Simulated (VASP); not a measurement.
Here is a VASP 6.6.1 calculation.

The input INCAR:

```
ALGO = Normal
EDIFF = 1E-6
ENCUT = 520
GGA = PE
ISIF = 2
ISMEAR = 0
ISPIN = 2
LASPH = True
LCHARG = False
LMAXMIX = 4
LORBIT = 11
LREAL = False
LWAVE = False
MAGMOM = 1 1 0 0 0 0
NBANDS = 38
NELM = 150
PREC = Accurate
SIGMA = 0.1
```

The input KPOINTS:

```
k-points
0
Gamma
  6 6 2
```

File POSCAR:

```
Sc2InSbAs2
1.0
    5.2334917040      0.0000000000      0.0000000000
   -2.6167458520      4.5323367661      0.0000000000
    0.0000000000      0.0000000000     10.4131689665
Sc In Sb As
2 1 1 2
Direct
    0.3333333333      0.6666666667      0.0000000000
    0.6666666667      0.3333333333      0.0000000000
    0.0000000000      0.0000000000      0.0000000000
    0.0000000000      0.0000000000      0.5000000000
    0.0000000000      0.0000000000      0.2556956078
    0.0000000000      0.0000000000      0.7443043922
```

Potentials or basis: VASP PAW PBE potentials, release 64 (Sc_sv, In_d, Sb, As).

The run is started by

```bash
$ cat potpaw_PBE.64/Sc_sv/POTCAR potpaw_PBE.64/In_d/POTCAR potpaw_PBE.64/Sb/POTCAR potpaw_PBE.64/As/POTCAR > POTCAR
$ mpirun -np 1 vasp_std > vasp.out
```

Q: Predict the band gap on the k mesh.

A: Zero (filled and empty bands overlap).

Q: Predict the pressure.

A: 0.1 GPa.

Q: Predict the largest force.

A: 0.008 eV/Å.

Forces in eV/Å, atoms in the order of the input:
```
Sc   0.000  0.000  0.000
Sc   0.000  0.000  0.000
In   0.000  0.000  0.000
Sb   0.000  0.000  0.000
As   0.000  0.000 -0.008
As   0.000  0.000  0.008
```

Caveat: spin-orbit coupling is left out, which moves the levels of the heavy elements.
